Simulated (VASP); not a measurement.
# Pb (Fd-3m) in VASP: a series of runs

Runs on Pb. Level: LDA. Tasks: electric field gradients.

Program: VASP 6.6.1. These are calculated values, not measurements. Logs are shortened: lines on timing, memory, paths and dates and some standing lists are left out, and cuts for length are marked.

## (1) The cell of the first run

Symmetry: Fd-3m, No. 227, cubic system. The conventional cell has a = 6.878 Å, b = 6.878 Å, c = 6.878 Å, α = 90.00°, β = 90.00°, γ = 90.00°. Pb (site symmetry -43m) has 4 Pb at 2.98 Å within 3.9 Å.

## (2) Electric field gradients, LDA

The input, INCAR:

```
PREC = Accurate
ENCUT = 520
EDIFF = 1E-8
ISMEAR = -1
SIGMA = 0.05
LREAL = F
LASPH = T
NELM = 60
ALGO = Normal
ISIF = 2
LWAVE = F
LCHARG = F
LEFG = T
NBANDS = 21
```

The input, KPOINTS:

```
regular mesh
0
Gamma
  8 8 8
```

The input, POSCAR:

```
Pb
1.0
    0.0000000000      3.4390000555      3.4390000555
    3.4390000555      0.0000000000      3.4390000555
    3.4390000555      3.4390000555      0.0000000000
Pb
2
Direct
    0.0000000000      0.0000000000      0.0000000000
    0.2500000000      0.2500000000      0.2500000000
```

Potentials or basis: VASP PAW LDA potentials, release 64 (Pb_d).

Launch:

```sh
$ cat potpaw_LDA.64/Pb_d/POTCAR > POTCAR
$ mpirun -np 1 vasp_std > vasp.out
```

OUTCAR:

```text
PREC = Accurate
   ENCUT = 520
   EDIFF = 1E-8
   ISMEAR = -1
   LREAL = F
   LASPH = T
   NELM = 60
   ISIF = 2

 ion  position               nearest neighbor table
   1  0.000  0.000  0.000-   2 2.98   2 2.98   2 2.98   2 2.98
   2  0.250  0.250  0.250-   1 2.98   1 2.98   1 2.98   1 2.98

  LATTYP: Found a face centered cubic cell.
 ALAT       =     6.8780001110

  Lattice vectors:

 A1 = (   0.0000000000,   3.4390000555,   3.4390000555)
 A2 = (   3.4390000555,   0.0000000000,   3.4390000555)
 A3 = (   3.4390000555,   3.4390000555,   0.0000000000)

Analysis of symmetry for initial positions (statically):
=====================================================================
 Subroutine PRICEL returns:
 Original cell was already a primitive cell.

 Routine SETGRP: Setting up the symmetry group for a
 face centered cubic supercell.

 Subroutine GETGRP returns: Found 48 space group operations
 (whereof 24 operations were pure point group operations)
 out of a pool of 48 trial point group operations.

The static configuration has the point symmetry T_d .
 The point group associated with its full space group is O_h .

Analysis of symmetry for dynamics (positions and initial velocities):
=====================================================================
 Subroutine PRICEL returns:
 Original cell was already a primitive cell.

 Routine SETGRP: Setting up the symmetry group for a
 face centered cubic supercell.

 Subroutine GETGRP returns: Found 48 space group operations
 (whereof 24 operations were pure point group operations)
 out of a pool of 48 trial point group operations.

The dynamic configuration has the point symmetry T_d .
 The point group associated with its full space group is O_h .

 Subroutine INISYM returns: Found 48 space group operations
 (whereof 24 operations are pure point group operations),
 and found     1 'primitive' translations

----------------------------------------------------------------------------------------

                                     Primitive cell

  volume of cell :      81.3442

  direct lattice vectors                    reciprocal lattice vectors
     0.000000000  3.439000056  3.439000056    -0.145391100  0.145391100  0.145391100
     3.439000056  0.000000000  3.439000056     0.145391100 -0.145391100  0.145391100
     3.439000056  3.439000056  0.000000000     0.145391100  0.145391100 -0.145391100

  length of vectors
     4.863480519  4.863480519  4.863480519     0.251824772  0.251824772  0.251824772

  position of ions in fractional coordinates (direct lattice)
     0.000000000  0.000000000  0.000000000
     0.250000000  0.250000000  0.250000000

  ion indices of the primitive-cell ions
   primitive index   ion index
                 1           1
                 2           2

----------------------------------------------------------------------------------------

 KPOINTS: regular mesh

Automatic generation of k-mesh.
 Grid dimensions read from file:
 generate k-points for:    8    8    8

 Generating k-lattice:

  Cartesian coordinates                     Fractional coordinates (reciprocal lattice)
    -0.018173887  0.018173887  0.018173887     0.125000000  0.000000000  0.000000000
     0.018173887 -0.018173887  0.018173887     0.000000000  0.125000000  0.000000000
     0.018173887  0.018173887 -0.018173887     0.000000000  0.000000000  0.125000000

  Length of vectors
     0.031478096  0.031478096  0.031478096

  Shift w.r.t. Gamma in fractional coordinates (k-lattice)
     0.000000000  0.000000000  0.000000000

 Subroutine IBZKPT returns following result:
 ===========================================

 Found     29 irreducible k-points:

 Following reciprocal coordinates:
            Coordinates               Weight
  0.000000  0.000000  0.000000      1.000000
  0.125000  0.000000  0.000000      8.000000
  0.250000  0.000000  0.000000      8.000000
  0.375000  0.000000  0.000000      8.000000
  0.500000  0.000000  0.000000      4.000000
  0.125000  0.125000  0.000000      6.000000
[... 16 lines left out ...]
  0.500000  0.250000  0.125000     48.000000
 -0.375000  0.250000  0.125000     24.000000
 [... further k-points ...]
   k-points           NKPTS =     29   k-points in BZ     NKDIM =     29   number of bands    NBANDS=     21
   number of dos      NEDOS =    301   number of ions     NIONS =      2
   total plane-waves  NPLWV =  46656
   dimension x,y,z NGX =    36 NGY =   36 NGZ =   36
   dimension x,y,z NGXF=    72 NGYF=   72 NGZF=   72
   ions per type =               2
   NGX,Y,Z   is equivalent  to a cutoff of  12.31, 12.31, 12.31 a.u.
   NGXF,Y,Z  is equivalent  to a cutoff of  24.61, 24.61, 24.61 a.u.
 SYSTEM =  unknown system
   PREC   = accura    normal or accurate (medium, high low for compatibility)
   ISTART =      0    job   : 0-new  1-cont  2-samecut
   ICHARG =      2    charge: 1-file 2-atom 10-const
   ISPIN  =      1    spin polarized calculation?
   LNONCOLLINEAR =      F non collinear calculations
   LSORBIT =      F    spin-orbit coupling
   LASPH  =      T    aspherical Exc in radial PAW
   ENCUT  =  520.0 eV  38.22 Ry    6.18 a.u.   9.04  9.04  9.04*2*pi/ulx,y,z
   NELM   =     60;   NELMIN=  2; NELMDL= -5     # of ELM steps
   EDIFF  = 0.1E-07   stopping-criterion for ELM
   LREAL  =      F    real-space projection
   EDIFFG = 0.1E-06   stopping-criterion for IOM
   NSW    =      0    number of steps for IOM
   IBRION =     -1    ionic relax: 0-MD 1-quasi-New 2-CG
   NFREE  =      0    steps in history (QN), initial steepest desc. (CG)
   ISIF   =      2    stress and relaxation
   ISYM   =      2    0-nonsym 1-usesym 2-fastsym
   POTIM  = 0.5000    time-step for ionic-motion
   TEBEG  =    0.0;   TEEND  =   0.0 temperature during run
   PSTRESS=    0.0 pullay stress
   NELECT =      28.0000    total number of electrons
   NUPDOWN=      -1.0000    fix difference up-down
   EMIN   =  10.00;   EMAX   =-10.00  energy-range for DOS
   EFERMI =   0.00;   METHOD = LEGACY
   ISMEAR =    -1;   SIGMA  =   0.05  broadening in eV -4-tet -1-fermi 0-gaus
   EFERMI_NEDOS =   21; number of points for ismear=-14 and -15
   IALGO  =     38    algorithm
   IMIX   =      4    mixing-type and parameters
     AMIX     =   0.40;   BMIX     =  1.00
     AMIX_MAG =   1.60;   BMIX_MAG =  1.00
  volume/ion in A,a.u.               =      40.67       274.47
  Fermi-wavevector in a.u.,A,eV,Ry     =   1.147322  2.168124 17.909999  1.316348
  Thomas-Fermi vector in A             =   2.284002
   LORBIT       =      0    0 simple, 1 ext, 2 COOP (PROOUT), +10 PAW based schemes
   GGA     = CA    functional components
   LHFCALC =     F    Hartree Fock is set to
   AEXX    =    0.0000 exact exchange contribution
   IVDW    =     0    specifies the selected vdW correction
   LEPSILON=     F    determine dielectric tensor
   LRPA    =     F    only Hartree local field effects (RPA)
 non-spin polarized calculation
  energy-cutoff  :      520.00
  volume of cell :       81.34
 maximum number of plane-waves:      2209
   NGX = 19   NGY = 19   NGZ = 19

 number of electron      28.0000001 magnetization

 Free energy of the ion-electron system (eV)
  ---------------------------------------------------
  ext. energy  EPLUGINS =         0.00000000
  ---------------------------------------------------
  free energy    TOTEN  =        -7.89027078 eV

  energy without entropy =       -7.88612287  energy(sigma->0) =       -7.88819682

 E-fermi :   4.1002     XC(G=0):  -8.7630

 val. band max:        3.7921459608   @ k =   0.1250   0.1250   0.0000
 cond. band min:       4.1161605101   @ k =  -0.1250   0.1250   0.0000
 fundamental gap:      0.3240145493
 Fermi energy:         4.1001508970

 k-point     1 :       0.0000    0.0000    0.0000
  band No.  band energies     occupation
      1     -13.1037      2.00000
      2     -13.1037      2.00000
      3     -13.1037      2.00000
      4     -13.0238      2.00000
      5     -13.0238      2.00000
      6     -12.5917      2.00000
[... 13 lines left out ...]
     20      11.9890      0.00000
     21      11.9890      0.00000

 k-point     2 :       0.1250    0.0000    0.0000
  band No.  band energies     occupation
      1     -13.1190      2.00000
      2     -13.1190      2.00000
      3     -13.1001      2.00000
      4     -13.0020      2.00000
      5     -13.0020      2.00000
      6     -12.6174      2.00000
[... 13 lines left out ...]
     20      11.3497      0.00000
     21      11.3498      0.00000
[... 487 lines left out ...]
      5     -12.8715      2.00000
      6     -12.7781      2.00000
[... 13 lines left out ...]
     20      11.4788      0.00000
     21      12.4773      0.00000

 k-point    24 :      -0.3750    0.2500    0.1250
  band No.  band energies     occupation
      1     -13.1938      2.00000
      2     -13.1708      2.00000
      3     -13.0160      2.00000
      4     -12.8992      2.00000
      5     -12.8741      2.00000
      6     -12.7722      2.00000
[... 13 lines left out ...]
     20      11.9219      0.00000
     21      12.6657      0.00000

 [... further k-points ...]
[... 5 lines left out ...]
  --------------------------------------------------------------------------------------
  -------------------------------------------------------------------------------------
  Total       -0.3660808     -0.3660808     -0.3660808     -0.0000000      0.0000000     -0.0000000
  in kB       -7.2104275     -7.2104275     -7.2104275     -0.0000000      0.0000000     -0.0000000
  external PRESSURE =      -7.2104275 kB  Pullay stress =       0.0000000 kB

 VOLUME and BASIS-vectors are now :
 -----------------------------------------------------------------------------
  energy-cutoff  :      520.00
  volume of cell :       81.34
      direct lattice vectors                 reciprocal lattice vectors
     0.000000000  3.439000056  3.439000056    -0.145391100  0.145391100  0.145391100
     3.439000056  0.000000000  3.439000056     0.145391100 -0.145391100  0.145391100
     3.439000056  3.439000056  0.000000000     0.145391100  0.145391100 -0.145391100

 POSITION                                       TOTAL-FORCE (eV/Angst)
 -----------------------------------------------------------------------------------
      0.00000      0.00000      0.00000        -0.000000     -0.000000     -0.000000
      1.71950      1.71950      1.71950         0.000000      0.000000      0.000000
 -----------------------------------------------------------------------------------
    total drift:                                0.000000      0.000000      0.000000

  FREE ENERGIE OF THE ION-ELECTRON SYSTEM (eV)
  ---------------------------------------------------
  free  energy   TOTEN  =        -7.8902707751 eV

  energy  without entropy=       -7.8861228712  energy(sigma->0) =       -7.88819682

 Electric field gradients (V/A^2)
---------------------------------------------------------------------
 ion       V_xx      V_yy      V_zz      V_xy      V_xz      V_yz
---------------------------------------------------------------------
   1      -0.000    -0.000    -0.000     0.000     0.000     0.000
   2      -0.000    -0.000    -0.000     0.000     0.000     0.000
---------------------------------------------------------------------

 Electric field gradients after diagonalization (V/A^2)
 (convention: |V_zz| > |V_xx| > |V_yy|)
----------------------------------------------------------------------
 ion       V_xx      V_yy      V_zz     asymmetry (V_yy - V_xx)/ V_zz
----------------------------------------------------------------------
   1      -0.000    -0.000     0.000       0.000
   2      -0.000    -0.000     0.000       0.000
----------------------------------------------------------------------

           NMR quadrupolar parameters

 Cq : quadrupolar parameter    Cq=e*Q*V_zz/h
 eta: asymmetry parameters     (V_yy - V_xx)/ V_zz
 Q  : nuclear electric quadrupole moment in mb (millibarn)
----------------------------------------------------------------------
 ion       Cq(MHz)       eta       Q (mb)
----------------------------------------------------------------------
   1       0.000       0.000       1.000
   2       0.000       0.000       1.000
----------------------------------------------------------------------
```

It took 25 s on 1 thread of AMD EPYC 9R45 (Zen 5), shared host; peak memory 0.16 GiB.

What came out:

```
Free energy            : -7.8903 eV
Pressure               : -0.7 GPa
Band gap on the k mesh : zero (band 14 reaches 4.45 eV, above the bottom of band 15 at 3.30 eV)
```

Caveat: without QUAD_EFG the Cq values of the log hold for a quadrupole moment of 1 mb, not for the nuclei; spin-orbit coupling is left out, which moves the levels of the heavy elements.

(Continued in part 2 of 2.)
